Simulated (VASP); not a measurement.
A run of VASP 6.6.1 is set up as follows.

File INCAR:

```
PREC = Accurate ; ENCUT = 500
EDIFF = 1E-6 ; ISMEAR = 0
SIGMA = 0.15 ; LREAL = F
LASPH = T ; NELM = 200
ALGO = Normal ; ISIF = 2
LWAVE = F ; LCHARG = T
ISPIN = 2 ; MAGMOM = 0 0 0.188
LORBIT = 11 ; NUPDOWN = 0.1875
LMAXMIX = 4 ; GGA = PE
LELF = T ; LVHAR = T
NBANDS = 22 ; GGA_COMPAT = F
```

Contents of KPOINTS:

```
Automatic mesh
0
Gamma
  12 12 8
```

File POSCAR:

```
Te2Pt
1.0
    4.1991571964      0.0000000000      0.0000000000
   -2.0995785982      3.6365768066      0.0000000000
    0.0000000000      0.0000000000      5.5341790286
Te Pt
2 1
Direct
    0.3333333333      0.6666666667      0.2528728645
    0.6666666667      0.3333333333      0.7471271355
    0.0000000000      0.0000000000      0.0000000000
```

Potentials or basis: VASP PAW PBE potentials, release 64 (Te, Pt).

The run is started by

```sh
$ cat potpaw_PBE.64/Te/POTCAR potpaw_PBE.64/Pt/POTCAR > POTCAR
$ mpirun -np 1 vasp_std > vasp.out
```

(1) Predict the pressure.

(2) Predict the largest force.

Answers

(1) -6.2 GPa.

(2) 0.641 eV/Å.

Caveat: the cell stands under tension; the total moment is fixed, so each spin has its own Fermi level and the state may be an excited one.
